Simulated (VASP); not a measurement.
Si, 4 atoms in the cell. The cell holds a slab with vacuum, 4 atoms: a = 3.869 Å, b = 3.869 Å, c = 19.948 Å, α = 90.00°, β = 90.00°, γ = 120.00°. 

* Program: VASP 6.6.1
* Task: single point
* Functional: PBE
* Potentials or basis: VASP PAW PBE potentials, release 64 (Si)
* Cutoff: 520 eV
* k mesh: 9 × 9 × 1
* Occupations: fermi-dirac, width 0.02 eV
* Spin: no spin polarisation
* Dipole correction: yes
* Further INCAR settings: ALGO = Normal; EDIFF = 1e-06; NBANDS = 16

Potentials or basis: VASP PAW PBE potentials, release 64 (Si).

Launch:

```console
$ cat potpaw_PBE.64/Si/POTCAR > POTCAR
$ mpirun -np 1 vasp_std > vasp.out
```

Hardware: 1 thread of Intel(R) Xeon(R) 6975P-C (Granite Rapids), on a shared host.

Q: How long does it take, and how much memory?

A: Run time: 49 s on 1 thread of Intel(R) Xeon(R) 6975P-C (Granite Rapids), with other jobs on the host, peak memory 0.35 GiB. Counts: scf iterations 22, k points 12.
